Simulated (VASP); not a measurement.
Runs of VASP 6.6.1 on CaOsO3. It takes space group Pm-3m (No. 221, cubic). The conventional cell has a = 3.952 Å, b = 3.952 Å, c = 3.952 Å, α = 90.00°, β = 90.00°, γ = 90.00°. Within 3.7 Å of Ca (site symmetry m-3m) lie 12 O at 2.79 Å and 8 Os at 3.42 Å. Os (site symmetry m-3m) has 6 O at 1.98 Å within 2.6 Å. O (site symmetry 4/mmm) has 2 Os at 1.98 Å within 2.6 Å. 

```csv
k mesh,gap on the mesh (eV),pressure (GPa)
5 × 5 × 5,none,-12.2
2 × 2 × 2,none,-11.1
3 × 3 × 3,none,(a)
4 × 4 × 4,none,-13.1
```

Alike in all rows: task single point; level LDA; potentials or basis VASP PAW LDA potentials, release 64 (Ca_sv, Os, O); no spin polarisation; cell as given; cutoff (eV) 600; smearing methfessel-paxton 0.1 eV.

Fill in the values left out.

(a) -11.5.

Caveats: some runs use coarse meshes; spin-orbit coupling is left out, which moves the levels of the heavy elements.

A k mesh can miss the band edges, and the runs leave out spin-orbit coupling on Os.

A gap of «none» marks levels without a gap at the run's occupations.
